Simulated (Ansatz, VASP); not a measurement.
PdI in VASP and in Ansatz

```xyz
2
Lattice="0.0000 3.0376 3.0376 3.0376 0.0000 3.0376 3.0376 3.0376 0.0000" Properties=species:S:1:pos:R:3 pbc="T T T"
Pd    0.0000    0.0000    0.0000
I     1.5188    1.5188    1.5188
```

Alike in both runs: functional PBEsol; k mesh 12 × 12 × 12; occupations fermi-dirac, width 0.1 eV; no spin polarisation.

Ansatz relaxed the structure, and its values are those at the end. VASP's run is a single point on that final structure, the one shown.

```csv
,VASP,Ansatz
version,VASP 6.6.1,Ansatz 0.2.0
potentials or method,"VASP PAW PBE potentials, release 64 (Pd, I)","PAW with Ansatz's default frozen-core files, scalar-relativistic"
plane-wave cutoff (eV),520,420
valence electrons in the cell,17,35
```

Ansatz gave:

| Property | Result |
| --- | --- |
| pressure (GPa) | 0.0 |

Task: What did VASP give for the same quantities?

Result: Pressure (GPa): -0.1.

VASP's potentials were made for PBE, not for PBEsol. The functional is the same, so the differences come from potentials, cutoffs and numerics. VASP's potentials hold 17 valence electrons a cell and Ansatz's 35, so a difference there can come from the potentials and not from the codes.

Spin-orbit coupling is off throughout.
